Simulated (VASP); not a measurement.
Ge: single point with PBE+D3(BJ)

Ge, a slab with vacuum:

```
Ge
1.0
     3.90100    0.00000    0.00000
    -1.95050    3.37837    0.00000
     0.00000    0.00000   28.00000
Ge
2
Cartesian
  0.0000 2.2522 14.4400
  1.9505 1.1261 13.5600
```

```yaml
Program: VASP 6.6.1
Task: single point
Functional: PBE
Dispersion: D3(BJ)
Potentials_or_basis: VASP PAW PBE potentials, release 64 (Ge_d)
Cutoff: 520 eV
k_mesh: 12 × 12 × 1
Occupations: gaussian, width 0.1 eV
Spin: no spin polarisation
```

The largest force is 0.592 eV/Å. The band gap on the k mesh is zero (bands 14 and 15 overlap by 0.38 eV) and the dispersion energy per atom is -0.164 eV.

Forces in eV/Å, atoms in the order of the input:
```
Ge   0.000  0.000 -0.592
Ge   0.000  0.000  0.592
```

Levels at points of the mesh, in eV from the Fermi level:
```
           k point  band 10  band 11  band 12  band 13  band 14  band 15  band 16  band 17  band 18  band 19
(0.00, 0.00, 0.00)   -24.13   -11.43    -4.08     0.07     0.07     1.59     1.64     3.96     4.14     4.22
(0.50, 0.00, 0.00)   -24.09    -9.19    -7.32    -1.64    -1.53     0.30     2.12     4.97     6.16     6.66
```

Wall time 2.3 min on 1 thread of Intel(R) Xeon(R) 6975P-C (Granite Rapids), with other jobs on the host, peak memory 0.49 GiB.
